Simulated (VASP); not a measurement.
Runs of VASP 6.6.1 on CaPb3. The structure is that of space group Pm-3m (No. 221), or close to it. The cells are those of the table. 

| cell | gap on the mesh (eV) | pressure (GPa) |
| --- | --- | --- |
| a = 5.079 Å, 4 atoms | none | -5.5 |
| a = 4.757 Å, 4 atoms | none | 1.9 |
| a = 4.687 Å, 4 atoms | none | (b) |
| a = 5.018 Å, 4 atoms | none | -4.6 |
| a = 4.955 Å, 4 atoms | none | -3.5 |
| a = 4.825 Å, 4 atoms | none | (a) |
| a = 4.891 Å, 4 atoms | none | -2.1 |

Alike in all rows: task single point; level LDA; potentials or basis VASP PAW LDA potentials, release 64 (Ca_sv, Pb_d); no spin polarisation; k mesh 5 × 5 × 5; cutoff (eV) 520; smearing methfessel-paxton 0.1 eV.

Q: Estimate the missing entries.

A: (a) -0.4; (b) 4.6.

Caveats: spin-orbit coupling is left out, which moves the levels of the heavy elements; the cell stands under tension (at least some runs); the cell stands under pressure (at least some runs).

A k mesh can miss the band edges, and the runs leave out spin-orbit coupling on Pb.

A gap of «none» marks levels without a gap at the run's occupations.
